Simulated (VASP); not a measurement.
## Ca: single point with PBEsol

The system is Ca.

```
Ca
1.0
    -2.41920    2.41920    2.06080
     2.41920   -2.41920    2.06080
     2.41920    2.41920   -2.06080
Ca
1
Direct
  0.00000 0.00000 0.00000
```

This cell differs from its parent crystal: strain +0.080 along x and y, -0.080 along z.

- Program: VASP 6.6.1
- Task: single point
- Functional: PBEsol
- Potentials or basis: VASP PAW PBE potentials, release 64 (Ca_sv)
- Cutoff: 520 eV
- k mesh: 16 × 16 × 16
- Occupations: gaussian, width 0.15 eV
- Spin: no spin polarisation

```
Pressure               : -2.3 GPa
Band gap on the k mesh : zero (band 5 reaches 1.75 eV, above the bottom of band 6 at 1.04 eV)
```

Stress tensor (GPa, compression positive):
```
-2.57  0.00  0.00
 0.00 -2.57  0.00
 0.00  0.00 -1.69
```

Levels at points of the mesh, in eV from the Fermi level:
```
           k point  band 2  band 3  band 4  band 5  band 6  band 7  band 8  band 9
(0.00, 0.00, 0.00)  -23.21  -23.20  -23.20   -3.82    1.69    2.40    2.40    2.53
(0.50, 0.00, 0.00)  -23.29  -23.23  -23.21   -0.69    0.10    1.05    2.90    3.61
(0.50, 0.50, 0.00)  -23.29  -23.23  -23.20   -1.12   -0.39    1.87    2.41    3.04
(0.50, 0.50, 0.50)  -23.27  -23.27  -23.25    0.06    0.24    2.66    2.66    3.66
```

It took 89 s on 1 thread of Intel(R) Xeon(R) 6975P-C (Granite Rapids), on a shared host, peak memory 0.3 GiB.

Caveat: the cell differs from its parent crystal (strain +0.080 along x and y, -0.080 along z); the PAW data sets were made with another functional, which shifts forces and pressure a little.
